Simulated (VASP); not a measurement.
Set up this calculation in VASP 6.6.1, as the native input.

* Task: single point
* Functional: PBE
* Potentials or basis: VASP PAW PBE potentials, release 64 (Lu, In_d, Mn_pv)
* Cutoff: 520 eV
* k mesh: 7 × 7 × 8
* Occupations: fermi-dirac, width 0.05 eV
* Spin: collinear spin, ferromagnetic start
* Starting moments: [0.0, 0.0, 4.56] μB
* Dipole correction: no
* Further INCAR settings: ALGO = Normal; EDIFF = 1e-07; NBANDS = 36

The structure of LuMnIn lies in POSCAR:

```
LuMnIn
1.0
    4.7365597518      0.0000000000      0.0000000000
   -2.3682798759      4.1019810716      0.0000000000
    0.0000000000      0.0000000000      3.4007410000
Lu In Mn
1 1 1
Direct
    0.0000000000      0.0000000000      0.0000000000
    0.6666666667      0.3333333333      0.5000000000
    0.3333333333      0.6666666667      0.5000000000
```

One way to write it, as run:

INCAR

```
SYSTEM = LuMnIn
  PREC = Accurate
  ENCUT = 520
  EDIFF = 1E-7
  ISMEAR = -1
  SIGMA = 0.05
  LREAL = .False.
  LASPH = .True.
  NELM = 150
  ALGO = Normal
  ISIF = 2
  LWAVE = .False.
  LCHARG = .False.
  ISPIN = 2
  MAGMOM = 0 0 4.56
  LORBIT = 11
  LMAXMIX = 4
  GGA = PE
  NBANDS = 36
```

KPOINTS

```
regular mesh
0
Gamma
  7 7 8
  0 0 0
```

Potentials or basis: VASP PAW PBE potentials, release 64 (Lu, In_d, Mn_pv).

Command:

```sh
$ cat potpaw_PBE.64/Lu/POTCAR potpaw_PBE.64/In_d/POTCAR potpaw_PBE.64/Mn_pv/POTCAR > POTCAR
$ mpirun -np 1 vasp_std > vasp.out
```

Results of the run:

```json
{
  "Pressure": "0.0 GPa",
  "Net moment": "3.51 μB per cell",
  "Site moments": "Lu -0.15; In -0.04; Mn +3.62 μB",
  "Valence electrons inside the program's atomic spheres": "Lu 23.09; In 11.59; Mn 11.46"
}
```

It took 8.1 min on 1 thread of AMD EPYC 7R13, with other jobs on the host, peak memory 0.3 GiB.
